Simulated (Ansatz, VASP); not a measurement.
**Mg in VASP and in Ansatz**

```
Mg
1.0
    -1.79765    1.79765    1.79765
     1.79765   -1.79765    1.79765
     1.79765    1.79765   -1.79765
Mg
1
Direct
  0.00000 0.00000 0.00000
```

Alike in both runs: task relaxation of cell and atoms; functional LDA; k mesh 12 × 12 × 12; occupations fermi-dirac, width 0.1 eV; no spin polarisation.

|  | VASP | Ansatz |
| --- | --- | --- |
| version | VASP 6.6.1 | Ansatz 0.2.0 |
| potentials or method | VASP PAW LDA potentials, release 64 (Mg), cutoff 600 eV | plane waves (420 eV) with PAW, scalar-relativistic |
| valence electrons in the cell | 2 | 10 |

VASP gave:

| Quantity | Value |
| --- | --- |
| relaxed volume (Å³/atom) | 21.43 |
| relaxed cell length with the largest relative difference (Å) | 3.031 |

Task: Which values does Ansatz return?

Result: Relaxed volume (Å³/atom): 21.59; relaxed cell length with the largest relative difference (Å): 3.038.

Ansatz warns that its potentials were made for another functional, while VASP's fit it. LDA's correlation is that of Perdew and Zunger in VASP and of Perdew and Wang (1992) in Ansatz. VASP's potentials hold 2 valence electrons a cell and Ansatz's 10, so a difference there can come from the potentials and not from the codes.
